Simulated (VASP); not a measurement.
# BAs in VASP: single point with r2SCAN

Aim: the single point of BAs with r2SCAN.

Everything below comes from runs of VASP 6.6.1. Logs are shortened: lines on timing, memory, paths and dates and some standing lists are left out, and cuts for length are marked.

## 1. The cell of the first run

The cell holds a slab with vacuum, 8 atoms: a = 3.383 Å, b = 3.383 Å, c = 25.372 Å, α = 90.00°, β = 90.00°, γ = 90.00°.

## 2. Single point, r2SCAN

POSCAR reads:

```
BAs
1.0
    3.3826817421      0.0000000000      0.0000000000
    0.0000000000      3.3826817421      0.0000000000
    0.0000000000      0.0000000000     25.3717101945
As B
4 4
Direct
    0.0000000000      0.5000000000      0.3350188038
    0.5000000000      0.0000000000      0.4292937731
    0.0000000000      0.5000000000      0.5237558658
    0.5000000000      0.0000000000      0.6190104047
    0.5000000000      0.5000000000      0.3821562884
    0.0000000000      0.0000000000      0.4764312577
    0.5000000000      0.5000000000      0.5700641725
    0.0000000000      0.0000000000      0.6587305541
```

INCAR.step1 reads:

```
SYSTEM = BAs
PREC = Accurate ; ENCUT = 520
ISMEAR = 0 ; SIGMA = 0.05
LREAL = .FALSE. ; LASPH = .TRUE.
NELM = 60 ; LDIPOL = .TRUE.
IDIPOL = 3 ; DIPOL = 0.5 0.5 0.499
NBANDS = 26 ; GGA = PE
ALGO = Normal ; EDIFF = 1E-4
LWAVE = .TRUE. ; LCHARG = .FALSE.
```

INCAR.step2 reads:

```
SYSTEM = BAs
PREC = Accurate ; ENCUT = 520
EDIFF = 1E-6 ; ISMEAR = 0
SIGMA = 0.05 ; LREAL = .FALSE.
LASPH = .TRUE. ; NELM = 60
ALGO = Normal ; ISIF = 2
LWAVE = .FALSE. ; LCHARG = .FALSE.
LDIPOL = .TRUE. ; IDIPOL = 3
DIPOL = 0.5 0.5 0.499 ; METAGGA = R2SCAN
LMIXTAU = .TRUE. ; NBANDS = 26
ISTART = 1
```

KPOINTS reads:

```
Automatic mesh
0
G
  8 8 1
  0 0 0
```

Potentials or basis: VASP PAW PBE potentials, release 64 (As, B).

Run with:

```bash
> cat potpaw_PBE.64/As/POTCAR potpaw_PBE.64/B/POTCAR > POTCAR
> cp INCAR.step1 INCAR
> mpirun -np 1 vasp_std > vasp.out
> cp INCAR.step2 INCAR
> mpirun -np 1 vasp_std > vasp.out
```

OUTCAR:

```text
SYSTEM = BAs
   PREC = Accurate
   ENCUT = 520
   EDIFF = 1E-6
   ISMEAR = 0
   LREAL = .FALSE.
   LASPH = .TRUE.
   NELM = 60
   ISIF = 2
   METAGGA = R2SCAN
   ISTART = 1

 ion  position               nearest neighbor table
   1  0.000  0.500  0.335-   5 2.07   5 2.07
   2  0.500  0.000  0.429-   6 2.07   6 2.07   5 2.07   5 2.07
   3  0.000  0.500  0.524-   7 2.06   7 2.06   6 2.07   6 2.07
   4  0.500  0.000  0.619-   8 1.97   8 1.97   7 2.10   7 2.10
   5  0.500  0.500  0.382-   1 2.07   1 2.07   2 2.07   2 2.07
   6  0.000  0.000  0.476-   2 2.07   2 2.07   3 2.07   3 2.07
   7  0.500  0.500  0.570-   3 2.06   3 2.06   4 2.10   4 2.10
   8  0.000  0.000  0.659-   4 1.97   4 1.97

  LATTYP: Found a simple tetragonal cell.
 ALAT       =     3.3826817421
 C/A-ratio  =     7.5004721487

  Lattice vectors:

 A1 = (   3.3826817421,   0.0000000000,   0.0000000000)
 A2 = (   0.0000000000,   3.3826817421,   0.0000000000)
 A3 = (   0.0000000000,   0.0000000000,  25.3717101945)

Analysis of symmetry for initial positions (statically):
=====================================================================
 Subroutine PRICEL returns:
 Original cell was already a primitive cell.

 Routine SETGRP: Setting up the symmetry group for a
 simple tetragonal supercell.

 Subroutine GETGRP returns: Found  4 space group operations
 (whereof  4 operations were pure point group operations)
 out of a pool of 16 trial point group operations.

The static configuration has the point symmetry C_2v.

Analysis of symmetry for dynamics (positions and initial velocities):
=====================================================================
 Subroutine PRICEL returns:
 Original cell was already a primitive cell.

 Routine SETGRP: Setting up the symmetry group for a
 simple tetragonal supercell.

 Subroutine GETGRP returns: Found  4 space group operations
 (whereof  4 operations were pure point group operations)
 out of a pool of 16 trial point group operations.

The dynamic configuration has the point symmetry C_2v.

 Subroutine INISYM returns: Found  4 space group operations
 (whereof  4 operations are pure point group operations),
 and found     1 'primitive' translations

----------------------------------------------------------------------------------------

                                     Primitive cell

  volume of cell :     290.3167

  direct lattice vectors                    reciprocal lattice vectors
     3.382681742  0.000000000  0.000000000     0.295623436  0.000000000  0.000000000
     0.000000000  3.382681742  0.000000000     0.000000000  0.295623436  0.000000000
     0.000000000  0.000000000 25.371710195     0.000000000  0.000000000  0.039413977

  length of vectors
     3.382681742  3.382681742 25.371710195     0.295623436  0.295623436  0.039413977

  position of ions in fractional coordinates (direct lattice)
     0.000000000  0.500000000  0.335018804
     0.500000000  0.000000000  0.429293773
     0.000000000  0.500000000  0.523755866
     0.500000000  0.000000000  0.619010405
     0.500000000  0.500000000  0.382156288
     0.000000000  0.000000000  0.476431258
     0.500000000  0.500000000  0.570064172
     0.000000000  0.000000000  0.658730554

  ion indices of the primitive-cell ions
   primitive index   ion index
                 1           1
                 2           2
                 3           3
                 4           4
                 5           5
                 6           6
                 7           7
                 8           8

----------------------------------------------------------------------------------------

 KPOINTS: Automatic mesh

Automatic generation of k-mesh.
 Grid dimensions read from file:
 generate k-points for:    8    8    1

 Generating k-lattice:

  Cartesian coordinates                     Fractional coordinates (reciprocal lattice)
     0.036952930  0.000000000  0.000000000     0.125000000  0.000000000  0.000000000
     0.000000000  0.036952930  0.000000000     0.000000000  0.125000000  0.000000000
     0.000000000  0.000000000  0.039413977     0.000000000  0.000000000  1.000000000

  Length of vectors
     0.036952930  0.036952930  0.039413977

  Shift w.r.t. Gamma in fractional coordinates (k-lattice)
     0.000000000  0.000000000  0.000000000

 Subroutine IBZKPT returns following result:
 ===========================================

 Found     25 irreducible k-points:

 Following reciprocal coordinates:
            Coordinates               Weight
  0.000000  0.000000  0.000000      1.000000
  0.125000  0.000000  0.000000      2.000000
  0.000000  0.125000  0.000000      2.000000
  0.250000  0.000000  0.000000      2.000000
  0.000000  0.250000  0.000000      2.000000
  0.375000  0.000000  0.000000      2.000000
[... 16 lines left out ...]
  0.500000  0.375000  0.000000      2.000000
 -0.375000  0.500000  0.000000      2.000000
   k-points           NKPTS =     25   k-points in BZ     NKDIM =     25   number of bands    NBANDS=     26
   number of dos      NEDOS =    301   number of ions     NIONS =      8
   total plane-waves  NPLWV = 150528
   dimension x,y,z NGX =    28 NGY =   28 NGZ =  192
   dimension x,y,z NGXF=    56 NGYF=   56 NGZF=  384
   ions per type =               4   4
   NGX,Y,Z   is equivalent  to a cutoff of  13.76, 13.76, 12.58 a.u.
   NGXF,Y,Z  is equivalent  to a cutoff of  27.52, 27.52, 25.16 a.u.
 SYSTEM =  BAs
   PREC   = accura    normal or accurate (medium, high low for compatibility)
   ISTART =      1    job   : 0-new  1-cont  2-samecut
   ICHARG =      0    charge: 1-file 2-atom 10-const
   ISPIN  =      1    spin polarized calculation?
   LNONCOLLINEAR =      F non collinear calculations
   LSORBIT =      F    spin-orbit coupling
   LASPH  =      T    aspherical Exc in radial PAW
   ENCUT  =  520.0 eV  38.22 Ry    6.18 a.u.   6.29  6.29 47.17*2*pi/ulx,y,z
   NELM   =     60;   NELMIN=  2; NELMDL=  0     # of ELM steps
   EDIFF  = 0.1E-05   stopping-criterion for ELM
   LREAL  =      F    real-space projection
   EDIFFG = 0.1E-04   stopping-criterion for IOM
   NSW    =      0    number of steps for IOM
   IBRION =     -1    ionic relax: 0-MD 1-quasi-New 2-CG
   NFREE  =      0    steps in history (QN), initial steepest desc. (CG)
   ISIF   =      2    stress and relaxation
   ISYM   =      2    0-nonsym 1-usesym 2-fastsym
   POTIM  = 0.5000    time-step for ionic-motion
   TEBEG  =    0.0;   TEEND  =   0.0 temperature during run
   PSTRESS=    0.0 pullay stress
   NELECT =      32.0000    total number of electrons
   NUPDOWN=      -1.0000    fix difference up-down
   EMIN   =  10.00;   EMAX   =-10.00  energy-range for DOS
   EFERMI =   0.00;   METHOD = LEGACY
   ISMEAR =     0;   SIGMA  =   0.05  broadening in eV -4-tet -1-fermi 0-gaus
   EFERMI_NEDOS =   21; number of points for ismear=-14 and -15
   IALGO  =     38    algorithm
   IMIX   =      4    mixing-type and parameters
     AMIX     =   0.40;   BMIX     =  1.00
     AMIX_MAG =   1.60;   BMIX_MAG =  1.00
  volume/ion in A,a.u.               =      36.29       244.89
  Fermi-wavevector in a.u.,A,eV,Ry     =   0.784936  1.483314  8.382879  0.616124
  Thomas-Fermi vector in A             =   1.889170
   LORBIT       =      0    0 simple, 1 ext, 2 COOP (PROOUT), +10 PAW based schemes
   METAGGA = R2SCAN    functional components
   LHFCALC =     F    Hartree Fock is set to
   AEXX    =    0.0000 exact exchange contribution
   IVDW    =     0    specifies the selected vdW correction
   LEPSILON=     F    determine dielectric tensor
   LRPA    =     F    only Hartree local field effects (RPA)
 non-spin polarized calculation
 Gauss-broadening in eV      SIGMA  =   0.05
  energy-cutoff  :      520.00
  volume of cell :      290.32
 maximum number of plane-waves:      7880
 NGX is ok and might be reduce to    28
   NGX = 13   NGY = 13   NGZ = 95

 number of electron      32.0000002 magnetization

 dipolmoment           0.000000      0.000000     -0.039340 electrons x Angstroem

 Free energy of the ion-electron system (eV)
  ---------------------------------------------------
  ext. energy  EPLUGINS =         0.00000000
  ---------------------------------------------------
  free energy    TOTEN  =       -84.42221454 eV

  energy without entropy =      -84.41807711  energy(sigma->0) =      -84.42014582

 E-fermi :  -1.4071     XC(G=0):  -4.8388

 val. band max:       -1.4312730478   @ k =  -0.3750   0.5000   0.0000
 cond. band min:      -1.3915364120   @ k =  -0.1250   0.5000   0.0000
 fundamental gap:      0.0397366357
 Fermi energy:        -1.4071207231

 k-point     1 :       0.0000    0.0000    0.0000
  band No.  band energies     occupation
      1     -17.2834      2.00000
      2     -16.2117      2.00000
      3     -14.8350      2.00000
      4     -12.8435      2.00000
      5      -9.4534      2.00000
      6      -6.9098      2.00000
[... 18 lines left out ...]
     25       3.3735      0.00000
     26       3.9385      0.00000

 k-point     2 :       0.1250    0.0000    0.0000
  band No.  band energies     occupation
      1     -17.1086      2.00000
      2     -16.0474      2.00000
      3     -14.6949      2.00000
      4     -12.7047      2.00000
      5      -9.4946      2.00000
      6      -7.3959      2.00000
[... 18 lines left out ...]
     25       4.0305      0.00000
[... 608 lines left out ...]
     25       5.4030      0.00000
     26       5.7081      0.00000

 k-point    24 :      -0.3750    0.5000    0.0000
  band No.  band energies     occupation
      1     -13.8299      2.00000
      2     -13.5545      2.00000
      3     -13.0477      2.00000
      4     -11.6695      2.00000
      5     -10.0008      2.00000
      6      -9.7191      2.00000
[... 18 lines left out ...]
     25       4.7115      0.00000
     26       5.0324      0.00000

 [... further k-points ...]

------------------------ aborting loop because EDIFF is reached ----------------------------------------

 vacuum level on the upper side and lower side of the slab       (xc-potential included)        -0.303         0.302

  FORCE on cell =-STRESS in cart. coord.  units (eV):
  Direction    XX          YY          ZZ          XY          YZ          ZX
  --------------------------------------------------------------------------------------
  -------------------------------------------------------------------------------------
  Total        0.3382287     -4.0258017      0.5799555      0.0000000      0.0000000      0.0000000
  in kB        1.8665901    -22.2172829      3.2006134      0.0000000      0.0000000      0.0000000
  external PRESSURE =      -5.7166931 kB  Pullay stress =       0.0000000 kB

 VOLUME and BASIS-vectors are now :
 -----------------------------------------------------------------------------
  energy-cutoff  :      520.00
  volume of cell :      290.32
      direct lattice vectors                 reciprocal lattice vectors
     3.382681742  0.000000000  0.000000000     0.295623436  0.000000000  0.000000000
     0.000000000  3.382681742  0.000000000     0.000000000  0.295623436  0.000000000
     0.000000000  0.000000000 25.371710195     0.000000000  0.000000000  0.039413977

 POSITION                                       TOTAL-FORCE (eV/Angst)
 -----------------------------------------------------------------------------------
      0.00000      1.69134      8.50000         0.000000      0.000000     -0.304704
      1.69134      0.00000     10.89192         0.000000      0.000000      0.170830
      0.00000      1.69134     13.28858         0.000000      0.000000     -0.004923
      1.69134      0.00000     15.70535         0.000000      0.000000     -0.011998
      1.69134      1.69134      9.69596         0.000000      0.000000      0.162920
      0.00000      0.00000     12.08788         0.000000      0.000000     -0.049175
      1.69134      1.69134     14.46350         0.000000      0.000000      0.004472
      0.00000      0.00000     16.71312         0.000000      0.000000      0.032579
 -----------------------------------------------------------------------------------
    total drift:                                0.000000      0.000000      0.000630

  FREE ENERGIE OF THE ION-ELECTRON SYSTEM (eV)
  ---------------------------------------------------
  free  energy   TOTEN  =       -84.4222145377 eV

  energy  without entropy=      -84.4180771092  energy(sigma->0) =      -84.42014582

 vacuum level on the upper side and lower side of the slab         4.074         4.693
```

Wall time 15 min (1 thread of Intel Xeon Platinum 8488C (Sapphire Rapids), shared host); peak memory 0.48 GiB.

Results:

```
Free energy            : -84.4222 eV
Largest force          : 0.305 eV/Å
Band gap on the k mesh : zero (bands 16 and 17 overlap by 1.06 eV)
```

Forces in eV/Å, atoms in the order of the input:
```
As   0.000  0.000 -0.305
As   0.000  0.000  0.171
As   0.000  0.000 -0.005
As   0.000  0.000 -0.012
B    0.000  0.000  0.163
B    0.000  0.000 -0.049
B    0.000  0.000  0.004
B    0.000  0.000  0.033
```

Caveat: the PAW data sets were made with another functional, which shifts forces and pressure a little.
